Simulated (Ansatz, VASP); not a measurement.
## One calculation of KF, two programs

File POSCAR:

```
KF
1.0
    3.2412172925      0.0000000000      0.0000000000
    0.0000000000      3.2412172925      0.0000000000
    0.0000000000      0.0000000000      3.2412172925
K F
1 1
Direct
    0.0000000000      0.0000000000      0.0000000000
    0.5000000000      0.5000000000      0.5000000000
```

Contents of INCAR.step1:

```
SYSTEM = KF
PREC = Accurate
ENCUT = 520
ISMEAR = 0
SIGMA = 0.01
LREAL = .FALSE.
LASPH = .TRUE.
NELM = 80
NBANDS = 15
GGA = PE
ALGO = Normal
EDIFF = 1E-4
LWAVE = .TRUE.
LCHARG = .FALSE.
```

The input INCAR.step2:

```
SYSTEM = KF
PREC = Accurate
ENCUT = 520
EDIFF = 1E-6
ISMEAR = 0
SIGMA = 0.01
LREAL = .FALSE.
LASPH = .TRUE.
NELM = 80
ALGO = Normal
ISIF = 2
LWAVE = .FALSE.
LCHARG = .FALSE.
METAGGA = R2SCAN
LMIXTAU = .TRUE.
NBANDS = 15
ISTART = 1
```

KPOINTS

```
Automatic mesh
0
G
  6 6 6
  0 0 0
```

Input for Ansatz:

```yaml
crystal:
  lattice:
    - [3.2412172925, 0.0, 0.0]
    - [0.0, 3.2412172925, 0.0]
    - [0.0, 0.0, 3.2412172925]
  atoms:
    - { symbol: K, position: [0.0, 0.0, 0.0] }
    - { symbol: F, position: [0.5, 0.5, 0.5] }
kpoints:
  mp_grid: { grid: [6, 6, 6] }
hamiltonian:
  xc: r2scan
scf:
  occupations: { method: fixed }
  n_extra_bands: 4
output:
  forces: true
  stress: true
  eigenvalues: true
```

Alike in both runs: task single point; functional r2SCAN; k mesh 6 × 6 × 6; no spin polarisation.

|  | VASP | Ansatz |
| --- | --- | --- |
| version | VASP 6.6.1 | Ansatz 0.2.0 |
| potentials or method | VASP PAW PBE potentials, release 64 (K_sv, F) | plane waves, PAW |
| plane-wave cutoff (eV) | 520 | 500 |
| occupations | gaussian, width 0.01 eV | fixed |
| valence electrons in the cell | 16 | 16 |

VASP gave:

* gap on the k mesh at the Fermi level (eV): 7.27
* pressure (GPa): -2.2

Problem. Estimate Ansatz's values.

Solution. gap on the k mesh at the Fermi level (eV): 7.27; pressure (GPa): -2.1.

VASP's potentials were made for PBE, not for r2SCAN.
